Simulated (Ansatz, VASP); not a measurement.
**InP in VASP and in Ansatz**

```
In P
1.0
     0.00000    2.95381    2.95381
     2.95381    0.00000    2.95381
     2.95381    2.95381    0.00000
In P
1 1
Direct
  0.00000 0.00000 0.00000
  0.25000 0.25000 0.25000
```

Alike in both runs: task single point; functional PBE-based screened hybrid with a share of 0.2 of exact exchange and HFSCREEN = 0.3; k mesh 4 × 4 × 4; no spin polarisation.

```csv
,VASP,Ansatz
version,VASP 6.6.1,Ansatz 0.2.0
potentials or method,"VASP PAW PBE potentials, release 64 (In_d, P)",plane waves
plane-wave cutoff (eV),400,420
occupations,"gaussian, width 0.01 eV",fixed
valence electrons in the cell,18,18
```

|  | VASP | Ansatz | Ansatz less VASP |
| --- | --- | --- | --- |
| gap on the k mesh at the Fermi level (eV) | 1.08 | 1.08 | +0.003 |
| pressure (GPa) | 0.4 | 0.5 | +0.16 |

VASP's potentials were made for PBE, not for PBE-based screened hybrid. Ansatz's warnings: stress exchange threshold loose, stress scf threshold loose.

The k mesh is coarse, so the values compare programs but aren't converged.
